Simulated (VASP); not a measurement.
# WSe2 in VASP: single point with PBE

Aim: the single point of WSe2 with PBE.

Everything below comes from runs of VASP 6.6.1. Logs are shortened: lines on timing, memory, paths and dates and some standing lists are left out, and cuts for length are marked.

### 1 The cell of the first run

The cell holds a slab with vacuum, 12 atoms: a = 3.320 Å, b = 3.320 Å, c = 38.633 Å, α = 90.00°, β = 90.00°, γ = 120.00°.

### 2 Single point, PBE (atoms displaced along a vibrational mode)

Contents of INCAR:

```
PREC = Accurate
ENCUT = 520
EDIFF = 1E-6
ISMEAR = 0
SIGMA = 0.05
LREAL = False
LASPH = True
NELM = 100
ALGO = Normal
ISIF = 2
LWAVE = False
LCHARG = False
GGA = PE
NBANDS = 64
```

Contents of KPOINTS:

```
Automatic mesh
0
Gamma
  9 9 1
```

Contents of POSCAR:

```
WSe2
1.0
    3.3204748274      0.0000000000      0.0000000000
   -1.6602374137      2.8756155532      0.0000000000
    0.0000000000      0.0000000000     38.6329385217
W Se
4 8
Direct
    0.7404072101      0.3333333333      0.9016870950
    0.4859913778      0.3333333333      0.2952336168
    0.5140086222      0.6666666667      0.7047660318
    0.2595927899      0.6666666667      0.0983141858
    0.4070197085      0.6666666667      0.9409123283
    0.1526362851      0.6666666667      0.3386746156
    0.8473196137      0.3333333333      0.7482123494
    0.5928716745      0.3333333333      0.1417594602
    0.4071283255      0.6666666667      0.8624579250
    0.1526803863      0.6666666667      0.2517870714
    0.8473637149      0.3333333333      0.6613252624
    0.5929802915      0.3333333333      0.0548688241
```

Potentials or basis: VASP PAW PBE potentials, release 64 (W_sv, Se).

Launch:

```sh
$ cat potpaw_PBE.64/W_sv/POTCAR potpaw_PBE.64/Se/POTCAR > POTCAR
$ mpirun -np 1 vasp_std > vasp.out
```

OUTCAR:

```text
PREC = Accurate
   ENCUT = 520
   EDIFF = 1E-6
   ISMEAR = 0
   LREAL = False
   LASPH = True
   NELM = 100
   ISIF = 2
   GGA = PE

 ion  position               nearest neighbor table
   1  0.740  0.333  0.902-   5 2.44   9 2.44   5 2.44   9 2.44   5 2.44   9 2.44
   2  0.486  0.333  0.295-   6 2.55   6 2.55   6 2.55  10 2.55  10 2.55  10 2.55
   3  0.514  0.667  0.705-  11 2.55  11 2.55  11 2.55   7 2.55   7 2.55   7 2.55
   4  0.260  0.667  0.098-   8 2.55  12 2.55   8 2.55  12 2.55   8 2.55  12 2.55
   5  0.407  0.667  0.941-   1 2.44   1 2.44   1 2.44
   6  0.153  0.667  0.339-   2 2.55   2 2.55   2 2.55
   7  0.847  0.333  0.748-   3 2.55   3 2.55   3 2.55
   8  0.593  0.333  0.142-   4 2.55   4 2.55   4 2.55
   9  0.407  0.667  0.862-   1 2.44   1 2.44   1 2.44
  10  0.153  0.667  0.252-   2 2.55   2 2.55   2 2.55
  11  0.847  0.333  0.661-   3 2.55   3 2.55   3 2.55
  12  0.593  0.333  0.055-   4 2.55   4 2.55   4 2.55

  LATTYP: Found a hexagonal cell.
 ALAT       =     3.3204748274
 C/A-ratio  =    11.6347632582

  Lattice vectors:

 A1 = (   3.3204748274,   0.0000000000,   0.0000000000)
 A2 = (  -1.6602374137,   2.8756155532,   0.0000000000)
 A3 = (   0.0000000000,   0.0000000000,  38.6329385217)

Analysis of symmetry for initial positions (statically):
=====================================================================
 Subroutine PRICEL returns:
 Original cell was already a primitive cell.

 Routine SETGRP: Setting up the symmetry group for a
 hexagonal supercell.

 Subroutine GETGRP returns: Found  1 space group operations
 (whereof  1 operations were pure point group operations)
 out of a pool of 24 trial point group operations.

The static configuration has the point symmetry C_1 .

Analysis of symmetry for dynamics (positions and initial velocities):
=====================================================================
 Subroutine PRICEL returns:
 Original cell was already a primitive cell.

 Routine SETGRP: Setting up the symmetry group for a
 hexagonal supercell.

 Subroutine GETGRP returns: Found  1 space group operations
 (whereof  1 operations were pure point group operations)
 out of a pool of 24 trial point group operations.

The dynamic configuration has the point symmetry C_1 .

 Subroutine INISYM returns: Found  1 space group operations
 (whereof  1 operations are pure point group operations),
 and found     1 'primitive' translations

----------------------------------------------------------------------------------------

                                     Primitive cell

  volume of cell :     368.8831

  direct lattice vectors                    reciprocal lattice vectors
     3.320474827  0.000000000  0.000000000     0.301161747  0.173875816  0.000000000
    -1.660237414  2.875615553  0.000000000     0.000000000  0.347751631  0.000000000
     0.000000000  0.000000000 38.632938522     0.000000000  0.000000000  0.025884648

  length of vectors
     3.320474827  3.320474827 38.632938522     0.347751631  0.347751631  0.025884648

  position of ions in fractional coordinates (direct lattice)
     0.740407210  0.333333333  0.901687095
     0.485991378  0.333333333  0.295233617
     0.514008622  0.666666667  0.704766032
     0.259592790  0.666666667  0.098314186
     0.407019709  0.666666667  0.940912328
     0.152636285  0.666666667  0.338674616
     0.847319614  0.333333333  0.748212349
     0.592871675  0.333333333  0.141759460
     0.407128325  0.666666667  0.862457925
     0.152680386  0.666666667  0.251787071
     0.847363715  0.333333333  0.661325262
     0.592980291  0.333333333  0.054868824

  ion indices of the primitive-cell ions
   primitive index   ion index
                 1           1
                 2           2
                 3           3
                 4           4
                 5           5
                 6           6
                 7           7
                 8           8
                 9           9
                10          10
                11          11
                12          12

----------------------------------------------------------------------------------------

 KPOINTS: Automatic mesh

Automatic generation of k-mesh.
 Grid dimensions read from file:
 generate k-points for:    9    9    1

 Generating k-lattice:

  Cartesian coordinates                     Fractional coordinates (reciprocal lattice)
     0.033462416  0.019319535  0.000000000     0.111111111  0.000000000  0.000000000
     0.000000000  0.038639070  0.000000000     0.000000000  0.111111111  0.000000000
     0.000000000  0.000000000  0.025884648     0.000000000  0.000000000  1.000000000

  Length of vectors
     0.038639070  0.038639070  0.025884648

  Shift w.r.t. Gamma in fractional coordinates (k-lattice)
     0.000000000  0.000000000  0.000000000

 Subroutine IBZKPT returns following result:
 ===========================================

 Found     41 irreducible k-points:

 Following reciprocal coordinates:
            Coordinates               Weight
  0.000000  0.000000  0.000000      1.000000
  0.111111  0.000000  0.000000      2.000000
  0.000000  0.111111  0.000000      2.000000
 -0.111111  0.111111  0.000000      2.000000
  0.222222 -0.000000  0.000000      2.000000
  0.000000  0.222222  0.000000      2.000000
[... 16 lines left out ...]
  0.333333  0.111111  0.000000      2.000000
 -0.111111  0.444444  0.000000      2.000000
 [... further k-points ...]
   k-points           NKPTS =     41   k-points in BZ     NKDIM =     41   number of bands    NBANDS=     64
   number of dos      NEDOS =    301   number of ions     NIONS =     12
   total plane-waves  NPLWV = 225792
   dimension x,y,z NGX =    28 NGY =   28 NGZ =  288
   dimension x,y,z NGXF=    56 NGYF=   56 NGZF=  576
   ions per type =               4   8
   NGX,Y,Z   is equivalent  to a cutoff of  14.02, 14.02, 12.39 a.u.
   NGXF,Y,Z  is equivalent  to a cutoff of  28.04, 28.04, 24.79 a.u.
 SYSTEM =  unknown system
   PREC   = accura    normal or accurate (medium, high low for compatibility)
   ISTART =      0    job   : 0-new  1-cont  2-samecut
   ICHARG =      2    charge: 1-file 2-atom 10-const
   ISPIN  =      1    spin polarized calculation?
   LNONCOLLINEAR =      F non collinear calculations
   LSORBIT =      F    spin-orbit coupling
   LASPH  =      T    aspherical Exc in radial PAW
   ENCUT  =  520.0 eV  38.22 Ry    6.18 a.u.   6.17  6.17 71.83*2*pi/ulx,y,z
   NELM   =    100;   NELMIN=  2; NELMDL= -5     # of ELM steps
   EDIFF  = 0.1E-05   stopping-criterion for ELM
   LREAL  =      F    real-space projection
   EDIFFG = 0.1E-04   stopping-criterion for IOM
   NSW    =      0    number of steps for IOM
   IBRION =     -1    ionic relax: 0-MD 1-quasi-New 2-CG
   NFREE  =      0    steps in history (QN), initial steepest desc. (CG)
   ISIF   =      2    stress and relaxation
   ISYM   =      2    0-nonsym 1-usesym 2-fastsym
   POTIM  = 0.5000    time-step for ionic-motion
   TEBEG  =    0.0;   TEEND  =   0.0 temperature during run
   PSTRESS=    0.0 pullay stress
   NELECT =     104.0000    total number of electrons
   NUPDOWN=      -1.0000    fix difference up-down
   EMIN   =  10.00;   EMAX   =-10.00  energy-range for DOS
   EFERMI =   0.00;   METHOD = LEGACY
   ISMEAR =     0;   SIGMA  =   0.05  broadening in eV -4-tet -1-fermi 0-gaus
   EFERMI_NEDOS =   21; number of points for ismear=-14 and -15
   IALGO  =     38    algorithm
   IMIX   =      4    mixing-type and parameters
     AMIX     =   0.40;   BMIX     =  1.00
     AMIX_MAG =   1.60;   BMIX_MAG =  1.00
  volume/ion in A,a.u.               =      30.74       207.45
  Fermi-wavevector in a.u.,A,eV,Ry     =   1.073469  2.028563 15.678492  1.152337
  Thomas-Fermi vector in A             =   2.209270
   LORBIT       =      0    0 simple, 1 ext, 2 COOP (PROOUT), +10 PAW based schemes
   GGA     = PE    functional components
   LHFCALC =     F    Hartree Fock is set to
   AEXX    =    0.0000 exact exchange contribution
   IVDW    =     0    specifies the selected vdW correction
   LEPSILON=     F    determine dielectric tensor
   LRPA    =     F    only Hartree local field effects (RPA)
 non-spin polarized calculation
 Gauss-broadening in eV      SIGMA  =   0.05
  energy-cutoff  :      520.00
  volume of cell :      368.88
 maximum number of plane-waves:      9990
 NGX is ok and might be reduce to    28
   NGX = 13   NGY = 13   NGZ =143

 number of electron     103.9999997 magnetization

 Free energy of the ion-electron system (eV)
  ---------------------------------------------------
  ext. energy  EPLUGINS =         0.00000000
  ---------------------------------------------------
  free energy    TOTEN  =       -85.96907867 eV

  energy without entropy =      -85.96907867  energy(sigma->0) =      -85.96907867

 E-fermi :   2.6516     XC(G=0):  -7.6489

 val. band max:        2.3101105442   @ k =   0.0000   0.0000   0.0000
 cond. band min:       2.9968216099   @ k =   0.3333   0.3333   0.0000
 fundamental gap:      0.6867110657
 Fermi energy:         2.6515544738

 k-point     1 :       0.0000    0.0000    0.0000
  band No.  band energies     occupation
      1     -71.9209      2.00000
      2     -71.8545      2.00000
      3     -71.8544      2.00000
      4     -71.8543      2.00000
      5     -36.2020      2.00000
      6     -36.1619      2.00000
[... 56 lines left out ...]
     63       5.2936      0.00000
     64       5.2999      0.00000

 k-point     2 :       0.1111    0.0000    0.0000
  band No.  band energies     occupation
      1     -71.9197      2.00000
      2     -71.8535      2.00000
      3     -71.8534      2.00000
      4     -71.8532      2.00000
      5     -36.1962      2.00000
      6     -36.1903      2.00000
[... 1530 lines left out ...]
     63       5.5808      0.00000
     64       5.7434      0.00000

 [... further k-points ...]

------------------------ aborting loop because EDIFF is reached ----------------------------------------

  FORCE on cell =-STRESS in cart. coord.  units (eV):
  Direction    XX          YY          ZZ          XY          YZ          ZX
  --------------------------------------------------------------------------------------
  -------------------------------------------------------------------------------------
  Total        4.7941500      4.7968784     11.0009349      0.0005126      0.0007037      0.0427325
  in kB       20.8225272     20.8343775     47.7805802      0.0022264      0.0030566      0.1856009
  external PRESSURE =      29.8124950 kB  Pullay stress =       0.0000000 kB

 VOLUME and BASIS-vectors are now :
 -----------------------------------------------------------------------------
  energy-cutoff  :      520.00
  volume of cell :      368.88
      direct lattice vectors                 reciprocal lattice vectors
     3.320474827  0.000000000  0.000000000     0.301161747  0.173875816  0.000000000
    -1.660237414  2.875615553  0.000000000     0.000000000  0.347751631  0.000000000
     0.000000000  0.000000000 38.632938522     0.000000000  0.000000000  0.025884648

 POSITION                                       TOTAL-FORCE (eV/Angst)
 -----------------------------------------------------------------------------------
      1.90509      0.95854     34.83482        -0.000186      0.000322     -0.002924
      1.06031      0.95854     11.40574         0.001010      0.000160      0.000455
      0.59993      1.91708     27.22718        -0.000775     -0.000119      0.000135
     -0.24485      1.91708      3.79817         0.000016     -0.000406     -0.000533
      0.24467      1.91708     36.35021         0.001138      0.000188      3.497345
     -0.60000      1.91708     13.08400         0.000417      0.000037      0.043085
      2.26009      0.95854     28.90564         0.000117      0.000005      0.042500
      1.41520      0.95854      5.47658         0.000273     -0.000171      0.041989
      0.24503      1.91708     33.31928        -0.001350      0.000106     -3.495186
     -0.59985      1.91708      9.72727         0.000349      0.000065     -0.041458
      2.26024      0.95854     25.54894        -0.000441     -0.000041     -0.043150
      1.41556      0.95854      2.11974        -0.000570     -0.000146     -0.042257
 -----------------------------------------------------------------------------------
    total drift:                               -0.000045      0.000014     -0.000184

  FREE ENERGIE OF THE ION-ELECTRON SYSTEM (eV)
  ---------------------------------------------------
  free  energy   TOTEN  =       -85.9690786739 eV

  energy  without entropy=      -85.9690786739  energy(sigma->0) =      -85.96907867
```

Wall time 34 min (1 thread of Oxide Virtual Turin-like, shared host); peak memory 0.94 GiB.

Results:

- Free energy: -85.9691 eV
- Largest force: 3.497 eV/Å
- Band gap on the k mesh: 0.69 eV (least direct gap 0.76 eV)

Forces on the atoms (eV/Å):
```
W    0.000  0.000 -0.003
W    0.001  0.000  0.000
W   -0.001  0.000  0.000
W    0.000  0.000 -0.001
Se   0.001  0.000  3.497
Se   0.000  0.000  0.043
Se   0.000  0.000  0.043
Se   0.000  0.000  0.042
Se  -0.001  0.000 -3.495
Se   0.000  0.000 -0.041
Se   0.000  0.000 -0.043
Se  -0.001  0.000 -0.042
```

Caveat: the cell differs from its parent crystal (atoms displaced along a vibrational mode); spin-orbit coupling is left out, which moves the levels of the heavy elements.
